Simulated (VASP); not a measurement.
# Ti16HC16 (a cell with a defect) in VASP: single point with PBE

Aim: the single point of Ti16HC16 (a cell with a defect) with PBE.

Program: VASP 6.6.1. These are calculated values, not measurements. Logs are shortened: lines on timing, memory, paths and dates and some standing lists are left out, and cuts for length are marked.

### 1 The cell of the first run

The cell holds a defect, 33 atoms: a = 7.504 Å, b = 7.504 Å, c = 7.504 Å, α = 109.47°, β = 109.47°, γ = 109.47°.

### 2 Single point, PBE

INCAR reads:

```
SYSTEM = Ti16HC16
  ALGO = Normal
  EDIFF = 1E-6
  ENCUT = 520
  GGA = PE
  GGA_COMPAT = .False.
  ISIF = 2
  ISMEAR = 1
  LASPH = .True.
  LCHARG = .True.
  LELF = .True.
  LREAL = Auto
  LVHAR = .True.
  LWAVE = .False.
  NBANDS = 150
  NELM = 120
  PREC = Accurate
  SIGMA = 0.1
```

KPOINTS reads:

```
k-points
0
Gamma
  2 2 2
  0 0 0
```

POSCAR reads:

```
Ti16HC16
1.0
   -4.3323432200      4.3323432200      4.3323432200
    4.3323432200     -4.3323432200      4.3323432200
    4.3323432200      4.3323432200     -4.3323432200
Ti C H
16 16 1
Direct
    0.0003914100      0.0012176400      0.0056853100
    0.0049787300      0.2458878700      0.7496792400
   -0.0006747900      0.5002409600      0.5063322200
    0.0033613100      0.7265059000      0.2397643000
    0.2419703900     -0.0097771400      0.7411176200
    0.2605956000      0.2720751200      0.5072282200
    0.2423203500      0.4901050400      0.2383066400
    0.2431855200      0.7528882600     -0.0041008500
    0.4983169200      0.0011817400      0.5059911200
    0.5039265700      0.2455283300      0.2457405400
    0.5004629300      0.5014725100      0.0068245200
    0.5061634700      0.7473906800      0.7477860100
    0.7260423300     -0.0095867600      0.2334527200
    0.7427710000      0.2508577300     -0.0052943600
    0.7425944300      0.4916039900      0.7387455900
    0.7421699100      0.7527334400      0.4984268400
   -0.0018609400     -0.0013470000      0.5007517600
    0.0034908900      0.2428452400      0.2498466100
   -0.0019082400      0.4947765900     -0.0038846400
    0.0024706600      0.7442989400      0.7473413200
    0.2397857100     -0.0057430900      0.2430501400
    0.2485237900      0.2528865300     -0.0009308100
    0.2423669000      0.4963449300      0.7429625000
    0.2483795800      0.7530611500      0.4997348200
    0.4955218800     -0.0016316400     -0.0027897400
    0.5022675600      0.2447425800      0.7469807900
    0.5006681800      0.5009070000      0.4995850500
    0.5021325900      0.7442938700      0.2473096700
    0.7425172200     -0.0044309100      0.7414283500
    0.7478961000      0.2532023900      0.4991859600
    0.7421746400      0.4943202200      0.2413332800
    0.7500143400      0.7554866800      0.0033090400
    0.0010750500     -0.0069674800      0.3470056400
```

Potentials or basis: VASP PAW PBE potentials, release 64 (Ti_sv, C, H).

Command:

```bash
$ cat potpaw_PBE.64/Ti_sv/POTCAR potpaw_PBE.64/C/POTCAR potpaw_PBE.64/H/POTCAR > POTCAR
$ mpirun -np 1 vasp_std > vasp.out
```

OUTCAR:

```text
SYSTEM = Ti16HC16
   EDIFF = 1E-6
   ENCUT = 520
   GGA = PE
   ISIF = 2
   ISMEAR = 1
   LASPH = .True.
   LREAL = Auto
   NELM = 120
   PREC = Accurate

 ion  position               nearest neighbor table
   1  0.000  0.001  0.006-  18 2.09  21 2.10  32 2.14  22 2.19  29 2.24  20 2.24
   2  0.005  0.246  0.750-  22 2.11  17 2.12  23 2.14  19 2.18  29 2.19  30 2.23
   3  0.999  0.500  0.506-  20 2.09  23 2.10  30 2.13  24 2.20  31 2.24  18 2.24
   4  0.003  0.727  0.240-  33 1.90  19 2.04  24 2.08  31 2.15  21 2.18  32 2.26  17 2.33   7 2.91
                            14 2.92
   5  0.242  0.990  0.741-  24 2.10  20 2.13  17 2.13  25 2.17  26 2.21  22 2.23
   6  0.261  0.272  0.507-  27 2.07  23 2.08  18 2.11  26 2.21  21 2.26  17 2.29  12 2.91
   7  0.242  0.490  0.238-  22 2.09  19 2.13  18 2.16  28 2.19  27 2.21  24 2.25   4 2.91
   8  0.243  0.753  0.996-  20 2.08  21 2.13  25 2.15  19 2.18  23 2.20  28 2.25
   9  0.498  0.001  0.506-  26 2.08  29 2.10  24 2.13  30 2.20  21 2.23  28 2.25
  10  0.504  0.246  0.246-  25 2.11  30 2.12  31 2.13  22 2.21  27 2.22  21 2.22
  11  0.500  0.501  0.007-  28 2.09  31 2.10  22 2.14  32 2.20  23 2.24  26 2.25
  12  0.506  0.747  0.748-  27 2.12  29 2.13  32 2.13  23 2.21  25 2.21  24 2.22   6 2.91
  13  0.726  0.990  0.233-  25 2.06  28 2.10  32 2.12  30 2.20  18 2.23  17 2.30
  14  0.743  0.251  0.995-  26 2.09  31 2.13  19 2.16  25 2.18  29 2.20  18 2.27   4 2.92
  15  0.743  0.492  0.739-  30 2.09  27 2.13  26 2.15  20 2.18  19 2.21  32 2.26
  16  0.742  0.753  0.498-  28 2.09  29 2.10  27 2.14  17 2.17  31 2.23  20 2.24
  17  0.998  0.999  0.501-  33 1.15   2 2.12   5 2.13  16 2.17   6 2.29  13 2.30   4 2.33
  18  0.003  0.243  0.250-   1 2.09   6 2.11   7 2.16  13 2.23   3 2.24  14 2.27
  19  0.998  0.495  0.996-   4 2.04   7 2.13  14 2.16   2 2.18   8 2.18  15 2.21
  20  0.002  0.744  0.747-   8 2.08   3 2.09   5 2.13  15 2.18   1 2.24  16 2.24
  21  0.240  0.994  0.243-   1 2.10   8 2.13   4 2.18  10 2.22   9 2.23   6 2.26
  22  0.249  0.253  0.999-   7 2.09   2 2.11  11 2.14   1 2.19  10 2.21   5 2.23
  23  0.242  0.496  0.743-   6 2.08   3 2.10   2 2.14   8 2.20  12 2.21  11 2.24
  24  0.248  0.753  0.500-   4 2.08   5 2.10   9 2.13   3 2.20  12 2.22   7 2.25
  25  0.496  0.998  0.997-  13 2.06  10 2.11   8 2.15   5 2.17  14 2.18  12 2.21
  26  0.502  0.245  0.747-   9 2.08  14 2.09  15 2.15   5 2.21   6 2.21  11 2.25
  27  0.501  0.501  0.500-   6 2.07  12 2.12  15 2.13  16 2.14   7 2.21  10 2.22
  28  0.502  0.744  0.247-  11 2.09  16 2.09  13 2.10   7 2.19   8 2.25   9 2.25
  29  0.743  0.996  0.741-   9 2.10  16 2.10  12 2.13   2 2.19  14 2.20   1 2.24
  30  0.748  0.253  0.499-  15 2.09  10 2.12   3 2.13  13 2.20   9 2.20   2 2.23
  31  0.742  0.494  0.241-  11 2.10  14 2.13  10 2.13   4 2.15  16 2.23   3 2.24
  32  0.750  0.755  0.003-  13 2.12  12 2.13   1 2.14  11 2.20   4 2.26  15 2.26
  33  0.001  0.993  0.347-  17 1.15   4 1.90

  LATTYP: Found a body centered cubic cell.
 ALAT       =     8.6646864400

  Lattice vectors:

 A1 = (  -4.3323432200,   4.3323432200,   4.3323432200)
 A2 = (   4.3323432200,  -4.3323432200,   4.3323432200)
 A3 = (   4.3323432200,   4.3323432200,  -4.3323432200)

Analysis of symmetry for initial positions (statically):
[... 190 lines left out ...]
     AMIX_MAG =   1.60;   BMIX_MAG =  1.00
  volume/ion in A,a.u.               =       9.86        66.51
  Fermi-wavevector in a.u.,A,eV,Ry     =   1.513479  2.860060 31.165753  2.290618
  Thomas-Fermi vector in A             =   2.623264
   LORBIT       =      0    0 simple, 1 ext, 2 COOP (PROOUT), +10 PAW based schemes
   GGA     = PE    functional components
   LHFCALC =     F    Hartree Fock is set to
   AEXX    =    0.0000 exact exchange contribution
   IVDW    =     0    specifies the selected vdW correction
   LEPSILON=     F    determine dielectric tensor
   LRPA    =     F    only Hartree local field effects (RPA)
 non-spin polarized calculation
 Methfessel and Paxton  Order N= 1 SIGMA  =   0.10
  energy-cutoff  :      520.00
  volume of cell :      325.26
 maximum number of plane-waves:      8782
 NGX is ok and might be reduce to    56
   NGX = 27   NGY = 27   NGZ = 27

 number of electron     257.0000005 magnetization

 Free energy of the ion-electron system (eV)
  ---------------------------------------------------
  ext. energy  EPLUGINS =         0.00000000
  ---------------------------------------------------
  free energy    TOTEN  =      -301.67528271 eV

  energy without entropy =     -301.67627579  energy(sigma->0) =     -301.67561374

 E-fermi :   9.3855     XC(G=0): -12.7158

 val. band max:        9.3400786415   @ k =   0.0000   0.0000   0.0000
 cond. band min:       9.4265723626   @ k =   0.5000   0.5000   0.5000
 fundamental gap:      0.0864937211
 Fermi energy:         9.3854930255

 k-point     1 :       0.0000    0.0000    0.0000
  band No.  band energies     occupation
      1     -47.1537      2.00000
      2     -47.1283      2.00000
      3     -47.1209      2.00000
      4     -47.1000      2.00000
      5     -47.0809      2.00000
      6     -47.0802      2.00000
[... 1133 lines left out ...]
    139      11.6348      0.00000
    140      11.6658      0.00000
 [bands above 140 left out]

------------------------ aborting loop because EDIFF is reached ----------------------------------------

  FORCE on cell =-STRESS in cart. coord.  units (eV):
  Direction    XX          YY          ZZ          XY          YZ          ZX
  --------------------------------------------------------------------------------------
  -------------------------------------------------------------------------------------
  Total        9.1047657      6.1859053      6.4792415     -0.6112762      0.8819359      1.1939044
  in kB       44.8487970     30.4709007     31.9158339     -3.0110609      4.3442924      5.8810053
  external PRESSURE =      35.7451772 kB  Pullay stress =       0.0000000 kB

 VOLUME and BASIS-vectors are now :
 -----------------------------------------------------------------------------
  energy-cutoff  :      520.00
  volume of cell :      325.26
      direct lattice vectors                 reciprocal lattice vectors
    -4.332343220  4.332343220  4.332343220     0.000000000  0.115410985  0.115410985
     4.332343220 -4.332343220  4.332343220     0.115410985  0.000000000  0.115410985
     4.332343220  4.332343220 -4.332343220     0.115410985  0.115410985  0.000000000

 POSITION                                       TOTAL-FORCE (eV/Angst)
 -----------------------------------------------------------------------------------
      0.02821      0.02105     -0.01766        -0.433284     -0.269170      0.008885
      4.29157      2.20417     -2.16103         0.448788     -0.877339     -0.093113
      0.03140      4.35581      4.30303        -0.822168     -0.508079      0.299750
      4.17165     -2.09417      2.12329         1.348607     -0.917397      0.136505
      6.45246     -0.03091      2.12751         0.422061      0.290738      0.513667
      2.24722      2.14775      0.11023        -0.970802      0.405907     -0.990046
[... 25 lines left out ...]
      0.03804     -0.00937      6.50801        -0.744415     -0.153990     -0.365456
      5.80085     -2.79415      2.80347         0.065434     -0.087418     -0.033342
 -----------------------------------------------------------------------------------
    total drift:                               -0.022019      0.029147     -0.010003

  FREE ENERGIE OF THE ION-ELECTRON SYSTEM (eV)
  ---------------------------------------------------
  free  energy   TOTEN  =      -301.6752827080 eV

  energy  without entropy=     -301.6762757906  energy(sigma->0) =     -301.67561374
```

OSZICAR:

```text
N       E                     dE             d eps       ncg     rms          rms(c)
DAV:   1     0.406220529716E+04    0.40622E+04   -0.11876E+05  2400   0.212E+03
DAV:   2     0.440128340922E+03   -0.36221E+04   -0.35345E+04  2400   0.688E+02
DAV:   3    -0.290142528281E+03   -0.73027E+03   -0.70237E+03  3240   0.250E+02
DAV:   4    -0.384281625045E+03   -0.94139E+02   -0.93228E+02  3416   0.834E+01
DAV:   5    -0.390708458713E+03   -0.64268E+01   -0.64214E+01  3656   0.208E+01    0.740E+01
DAV:   6    -0.307945769207E+03    0.82763E+02   -0.79549E+02  3238   0.911E+01    0.259E+01
DAV:   7    -0.301641201989E+03    0.63046E+01   -0.11762E+02  3296   0.322E+01    0.159E+01
DAV:   8    -0.301587224028E+03    0.53978E-01   -0.51414E+00  3128   0.983E+00    0.390E+00
DAV:   9    -0.301672520341E+03   -0.85296E-01   -0.13479E+00  3396   0.625E+00    0.215E+00
DAV:  10    -0.301658058868E+03    0.14461E-01   -0.41139E-01  3520   0.362E+00    0.136E+00
DAV:  11    -0.301674275195E+03   -0.16216E-01   -0.96115E-02  3178   0.165E+00    0.416E-01
DAV:  12    -0.301675440608E+03   -0.11654E-02   -0.18972E-02  3328   0.868E-01    0.128E-01
DAV:  13    -0.301675374365E+03    0.66243E-04   -0.40648E-03  3448   0.423E-01    0.831E-02
DAV:  14    -0.301675314263E+03    0.60102E-04   -0.94975E-04  3328   0.141E-01    0.301E-02
DAV:  15    -0.301675284774E+03    0.29489E-04   -0.13409E-04  3288   0.717E-02    0.151E-02
DAV:  16    -0.301675280516E+03    0.42581E-05   -0.32015E-05  3264   0.356E-02    0.118E-02
DAV:  17    -0.301675282513E+03   -0.19977E-05   -0.75653E-06  2784   0.148E-02    0.533E-03
DAV:  18    -0.301675282708E+03   -0.19477E-06   -0.11999E-06  1576   0.711E-03
   1 F= -.30167528E+03 E0= -.30167561E+03  d E =0.993083E-03
```

stdout:

```text
POSCAR found type information on POSCAR TiC H
 POSCAR found :  3 types and      33 ions
 scaLAPACK will be used
 LDA part: xc-table for (Slater+PW92), standard interpolation
 POSCAR, INCAR and KPOINTS ok, starting setup
 FFT: planning ... GRIDC
 FFT: planning ... GRID_SOFT
 FFT: planning ... GRID
 WAVECAR not read
 entering main loop
```

Wall time 17 min (1 thread of Intel Xeon Platinum 8375C at 2.90GHz (Ice Lake), shared host); peak memory 0.57 GiB.

What came out:

```yaml
Free_energy: -301.6753 eV
Pressure: 3.6 GPa
Largest_force: 1.637 eV/Å
Band_gap_on_the_k_mesh: zero (an odd number of electrons rules out a gap without spin polarisation)
```

Forces on the atoms (eV/Å):
```
Ti  -0.433 -0.269  0.009
Ti   0.449 -0.877 -0.093
Ti  -0.822 -0.508  0.300
Ti   1.349 -0.917  0.137
Ti   0.422  0.291  0.514
Ti  -0.971  0.406 -0.990
Ti   0.623  0.635  0.209
Ti  -0.405  0.620 -0.319
Ti  -0.730 -0.664  0.342
Ti   0.849 -0.579 -0.471
Ti  -0.706 -0.560  0.484
Ti   0.799 -0.508 -0.373
Ti   0.305  1.211  0.767
Ti  -0.518  0.788 -0.224
Ti   0.668  0.708  0.337
Ti  -0.789  0.547  0.169
C    0.091  0.172 -0.221
C    0.567 -0.866  0.143
C   -0.257 -0.083 -0.031
C    0.526 -0.630 -0.159
C   -0.132  0.609  0.459
C   -0.497  0.169 -0.263
C    0.263  0.600  0.298
C   -0.594  0.289 -0.311
C   -0.205 -0.197  0.073
C    0.555 -0.484 -0.061
C   -0.116 -0.124  0.116
C    0.560 -0.646 -0.302
C    0.176  0.538  0.134
C   -0.407  0.033 -0.304
C    0.059  0.537  0.032
C   -0.744 -0.154 -0.365
H    0.065 -0.087 -0.033
```

Stress tensor (GPa, compression positive):
```
 4.48 -0.30  0.59
-0.30  3.05  0.43
 0.59  0.43  3.19
```

Caveat: the k points lie up to 0.51 Å⁻¹ apart, too coarse for converged energies and pressures of a metal.
